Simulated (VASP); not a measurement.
# P (Pm-3m) in VASP: a series of runs

The runs below take P through single point, relaxation of cell and atoms, with PBEsol+D3(BJ).

All numbers are computed with VASP 6.6.1; they aren't measurements. Logs are shortened: lines on timing, memory, paths and dates and some standing lists are left out, and cuts for length are marked.

## (1) The cell of the first run

Symmetry: Pm-3m, No. 221, cubic system. Conventional cell: a = 2.392 Å, b = 2.392 Å, c = 2.392 Å, α = 90.00°, β = 90.00°, γ = 90.00°. P (site symmetry m-3m) has 6 P at 2.39 Å within 3.2 Å.

## (2) Single point, PBEsol+D3(BJ)

The input, INCAR:

```
ALGO = Normal
EDIFF = 1E-6
ENCUT = 520
GGA = PS
ISIF = 2
ISMEAR = 0
IVDW = 12
LASPH = T
LCHARG = F
LREAL = F
LWAVE = F
NBANDS = 12
NELM = 100
PREC = Accurate
SIGMA = 0.1
```

The input, KPOINTS:

```
k-points
0
Gamma
  16 16 16
```

The input, POSCAR:

```
P
1.0
    1.6916283632      0.9766620909      2.7624175495
   -1.6916283632      0.9766620909      2.7624175495
    0.0000000000     -1.9533241817      2.7624175495
P
2
Direct
    0.2500000000      0.2500000000      0.2500000000
    0.7500000000      0.7500000000      0.7500000000
```

Potentials or basis: VASP PAW PBE potentials, release 64 (P).

Launch:

```console
$ cat potpaw_PBE.64/P/POTCAR > POTCAR
$ mpirun -np 1 vasp_std > vasp.out
```

OUTCAR:

```text
EDIFF = 1E-6
   ENCUT = 520
   GGA = PS
   ISIF = 2
   ISMEAR = 0
   IVDW = 12
   LASPH = T
   LREAL = F
   NELM = 100
   PREC = Accurate
 IVDW          = 12

 ion  position               nearest neighbor table
   1  0.250  0.250  0.250-   2 2.39   2 2.39   2 2.39   2 2.39   2 2.39   2 2.39
   2  0.750  0.750  0.750-   1 2.39   1 2.39   1 2.39   1 2.39   1 2.39   1 2.39

  LATTYP: Found a face centered cubic cell.
 ALAT       =     4.7846475475

  Lattice vectors:

 A1 = (   1.6916283632,   0.9766620909,   2.7624175495)
 A2 = (  -1.6916283632,   0.9766620909,   2.7624175495)
 A3 = (   0.0000000000,  -1.9533241817,   2.7624175495)

Analysis of symmetry for initial positions (statically):
=====================================================================
 Subroutine PRICEL returns following result:

  LATTYP: Found a simple cubic cell.
 ALAT       =     2.3923237737

  Lattice vectors:

 A1 = (   1.6916283632,   0.9766620908,  -1.3812087747)
 A2 = (   0.0000000000,   1.9533241817,   1.3812087748)
 A3 = (   1.6916283632,  -0.9766620909,   1.3812087748)

   2 primitive cells build up your supercell.

 Routine SETGRP: Setting up the symmetry group for a
 face centered cubic supercell.

 Subroutine GETGRP returns: Found 48 space group operations
[... 5 lines left out ...]
Analysis of symmetry for dynamics (positions and initial velocities):
=====================================================================
 Subroutine PRICEL returns following result:

  LATTYP: Found a simple cubic cell.
 ALAT       =     2.3923237737

  Lattice vectors:

 A1 = (   1.6916283632,   0.9766620908,  -1.3812087747)
 A2 = (   0.0000000000,   1.9533241817,   1.3812087748)
 A3 = (   1.6916283632,  -0.9766620909,   1.3812087748)

   2 primitive cells build up your supercell.

 Routine SETGRP: Setting up the symmetry group for a
 face centered cubic supercell.

 Subroutine GETGRP returns: Found 48 space group operations
[... 5 lines left out ...]
 Subroutine INISYM returns: Found 48 space group operations
 (whereof 48 operations are pure point group operations),
 and found     2 'primitive' translations

----------------------------------------------------------------------------------------

                                     Primitive cell

  volume of cell :      13.6918

  direct lattice vectors                    reciprocal lattice vectors
     1.691628363  0.976662091 -1.381208775     0.295573195  0.170649264 -0.241334503
     0.000000000  1.953324182  1.381208775     0.000000000  0.341298527  0.241334503
     1.691628363 -0.976662091  1.381208775     0.295573195 -0.170649264  0.241334503

  length of vectors
     2.392323774  2.392323774  2.392323774     0.418003621  0.418003621  0.418003621

  position of ions in fractional coordinates (direct lattice)
     0.500000000  0.500000000  0.500000000

  ion indices of the primitive-cell ions
   primitive index   ion index
                 1           1

----------------------------------------------------------------------------------------

 KPOINTS: k-points

Automatic generation of k-mesh.
 Grid dimensions read from file:
 generate k-points for:   16   16   16

 Generating k-lattice:

  Cartesian coordinates                     Fractional coordinates (reciprocal lattice)
     0.018473325  0.010665579  0.007541703     0.062500000  0.000000000  0.000000000
    -0.018473325  0.010665579  0.007541703     0.000000000  0.062500000  0.000000000
     0.000000000 -0.021331158  0.007541703    -0.000000000 -0.000000000  0.062500000

  Length of vectors
     0.022625110  0.022625110  0.022625110

  Shift w.r.t. Gamma in fractional coordinates (k-lattice)
     0.000000000  0.000000000  0.000000000

 Subroutine IBZKPT returns following result:
 ===========================================

 Found    145 irreducible k-points:

 Following reciprocal coordinates:
            Coordinates               Weight
  0.000000  0.000000  0.000000      1.000000
  0.062500  0.000000  0.000000      8.000000
  0.125000  0.000000  0.000000      8.000000
  0.187500  0.000000 -0.000000      8.000000
  0.250000  0.000000  0.000000      8.000000
  0.312500  0.000000  0.000000      8.000000
[... 16 lines left out ...]
 -0.125000  0.062500  0.000000     24.000000
 -0.062500  0.062500  0.000000     12.000000
 [... further k-points ...]
   k-points           NKPTS =    145   k-points in BZ     NKDIM =    145   number of bands    NBANDS=     12
   number of dos      NEDOS =    301   number of ions     NIONS =      2
   total plane-waves  NPLWV =  21952
   dimension x,y,z NGX =    28 NGY =   28 NGZ =   28
   dimension x,y,z NGXF=    56 NGYF=   56 NGZF=   56
   ions per type =               2
   NGX,Y,Z   is equivalent  to a cutoff of  13.76, 13.76, 13.76 a.u.
   NGXF,Y,Z  is equivalent  to a cutoff of  27.52, 27.52, 27.52 a.u.
 SYSTEM =  unknown system
   PREC   = accura    normal or accurate (medium, high low for compatibility)
   ISTART =      0    job   : 0-new  1-cont  2-samecut
   ICHARG =      2    charge: 1-file 2-atom 10-const
   ISPIN  =      1    spin polarized calculation?
   LNONCOLLINEAR =      F non collinear calculations
   LSORBIT =      F    spin-orbit coupling
   LASPH  =      T    aspherical Exc in radial PAW
   ENCUT  =  520.0 eV  38.22 Ry    6.18 a.u.   6.29  6.29  6.29*2*pi/ulx,y,z
   NELM   =    100;   NELMIN=  2; NELMDL= -5     # of ELM steps
   EDIFF  = 0.1E-05   stopping-criterion for ELM
   LREAL  =      F    real-space projection
   EDIFFG = 0.1E-04   stopping-criterion for IOM
   NSW    =      0    number of steps for IOM
   IBRION =     -1    ionic relax: 0-MD 1-quasi-New 2-CG
   NFREE  =      0    steps in history (QN), initial steepest desc. (CG)
   ISIF   =      2    stress and relaxation
   ISYM   =      2    0-nonsym 1-usesym 2-fastsym
   POTIM  = 0.5000    time-step for ionic-motion
   TEBEG  =    0.0;   TEEND  =   0.0 temperature during run
   PSTRESS=    0.0 pullay stress
   NELECT =      10.0000    total number of electrons
   NUPDOWN=      -1.0000    fix difference up-down
   EMIN   =  10.00;   EMAX   =-10.00  energy-range for DOS
   EFERMI =   0.00;   METHOD = LEGACY
   ISMEAR =     0;   SIGMA  =   0.10  broadening in eV -4-tet -1-fermi 0-gaus
   EFERMI_NEDOS =   21; number of points for ismear=-14 and -15
   IALGO  =     38    algorithm
   IMIX   =      4    mixing-type and parameters
     AMIX     =   0.40;   BMIX     =  1.00
     AMIX_MAG =   1.60;   BMIX_MAG =  1.00
  volume/ion in A,a.u.               =      13.69        92.40
  Fermi-wavevector in a.u.,A,eV,Ry     =   1.170159  2.211280 18.630078  1.369272
  Thomas-Fermi vector in A             =   2.306621
   LORBIT       =      0    0 simple, 1 ext, 2 COOP (PROOUT), +10 PAW based schemes
   GGA     = PS    functional components
   LHFCALC =     F    Hartree Fock is set to
   AEXX    =    0.0000 exact exchange contribution
   IVDW    =    12    specifies the selected vdW correction
   LEPSILON=     F    determine dielectric tensor
   LRPA    =     F    only Hartree local field effects (RPA)
 non-spin polarized calculation
 Gauss-broadening in eV      SIGMA  =   0.10
  energy-cutoff  :      520.00
  volume of cell :       27.38
 maximum number of plane-waves:       754
 NGX is ok and might be reduce to    28
   NGX = 13   NGY = 13   NGZ = 13

 number of electron      10.0000000 magnetization

 number of electron       9.9999999 magnetization

 Free energy of the ion-electron system (eV)
  ---------------------------------------------------
  ext. energy  EPLUGINS =         0.00000000
  ---------------------------------------------------
  free energy    TOTEN  =       -11.53088388 eV

  energy without entropy =      -11.52823146  energy(sigma->0) =      -11.52955767

 E-fermi :  10.5302     XC(G=0): -11.6451

 val. band max:       10.4243974213   @ k =   0.5000   0.1250   0.0625
 cond. band min:      10.5411032896   @ k =   0.1875   0.1250  -0.0000
 fundamental gap:      0.1167058683
 Fermi energy:        10.5302381190

 k-point     1 :       0.0000    0.0000    0.0000
  band No.  band energies     occupation
      1      -6.6644      2.00000
      2       8.2568      2.00000
      3       8.2568      2.00000
      4       8.2568      2.00000
      5       9.5955      2.00000
      6      14.9170      0.00000
      7      14.9170      0.00000
      8      14.9170      0.00000
      9      15.8428      0.00000
     10      15.8428      0.00000
     11      15.8428      0.00000
     12      17.2441      0.00000

 k-point     2 :       0.0625    0.0000    0.0000
  band No.  band energies     occupation
      1      -6.5940      2.00000
      2       7.3684      2.00000
      3       8.2386      2.00000
      4       8.2386      2.00000
      5      10.2527      1.99991
      6      15.0055      0.00000
      7      15.0055      0.00000
      8      15.0216      0.00000
      9      15.0743      0.00000
     10      15.0743      0.00000
     11      15.6926      0.00000
     12      18.2026      0.00000

 k-point     3 :       0.1250    0.0000    0.0000
  band No.  band energies     occupation
      1      -6.3829      2.00000
      2       5.9398      2.00000
      3       8.1968      2.00000
      4       8.1968      2.00000
      5      10.9706      0.00000
      6      13.8310      0.00000
      7      13.8310      0.00000
      8      15.2896      0.00000
      9      15.4228      0.00000
     10      15.5333      0.00000
     11      15.5333      0.00000
     12      19.7394      0.00000
[... 286 lines left out ...]
 k-point    23 :      -0.1250    0.0625    0.0000
  band No.  band energies     occupation
      1      -6.2192      2.00000
      2       5.3592      2.00000
      3       7.4367      2.00000
      4       8.5900      2.00000
      5      11.4551      0.00000
      6      12.5788      0.00000
      7      13.5735      0.00000
      8      15.2469      0.00000
      9      15.4654      0.00000
     10      15.7933      0.00000
     11      16.7422      0.00000
     12      19.4298      0.00000

 k-point    24 :      -0.0625    0.0625    0.0000
  band No.  band energies     occupation
      1      -6.4767      2.00000
      2       6.6236      2.00000
      3       7.7793      2.00000
      4       8.4322      2.00000
      5      10.8553      0.00000
      6      13.7544      0.00000
      7      14.5421      0.00000
      8      14.9740      0.00000
      9      15.1130      0.00000
     10      15.7836      0.00000
     11      15.9924      0.00000
     12      18.3102      0.00000

 [... further k-points ...]

------------------------ aborting loop because EDIFF is reached ----------------------------------------

 Edisp (eV)   -0.82811

 E8    (eV) :    -0.4913

  FORCE on cell =-STRESS in cart. coord.  units (eV):
  Direction    XX          YY          ZZ          XY          YZ          ZX
  --------------------------------------------------------------------------------------
  -------------------------------------------------------------------------------------
  Total       0.00911     0.00911     0.00911    -0.00000     0.00000     0.00000
  in kB       0.53283     0.53283     0.53283    -0.00000     0.00000     0.00000
  external pressure =        0.53 kB  Pullay stress =        0.00 kB

 VOLUME and BASIS-vectors are now :
 -----------------------------------------------------------------------------
  energy-cutoff  :      520.00
  volume of cell :       27.38
      direct lattice vectors                 reciprocal lattice vectors
     1.691628363  0.976662091  2.762417549     0.295573195  0.170649264  0.120667252
    -1.691628363  0.976662091  2.762417549    -0.295573195  0.170649264  0.120667252
     0.000000000 -1.953324182  2.762417549     0.000000000 -0.341298527  0.120667252

 POSITION                                       TOTAL-FORCE (eV/Angst)
 -----------------------------------------------------------------------------------
      0.00000      0.00000      2.07181        -0.000000     -0.000000     -0.000000
      0.00000      0.00000      6.21544         0.000000      0.000000      0.000000
 -----------------------------------------------------------------------------------
    total drift:                                0.000000     -0.000000     -0.000000

  FREE ENERGIE OF THE ION-ELECTRON SYSTEM (eV)
  ---------------------------------------------------
  free  energy   TOTEN  =       -12.3589967877 eV

  energy  without entropy=      -12.3563443665  energy(sigma->0) =      -12.35767058
```

It took 16 s on 1 thread of Intel Xeon 6975P-C (Granite Rapids), shared host; peak memory 0.18 GiB.

What came out:

| Item | Value |
| --- | --- |
| Free energy | -12.3590 eV |
| Pressure | 0.1 GPa |
| Band gap on the k mesh | zero (band 5 reaches 11.75 eV, above the bottom of band 6 at 9.04 eV) |
| Dispersion energy per atom | -0.414 eV |

Caveat: the PAW data sets were made with another functional, which shifts forces and pressure a little; pairwise dispersion overbinds metals, which lowers pressure and volume.

(Part 1 of 2 ends here.)
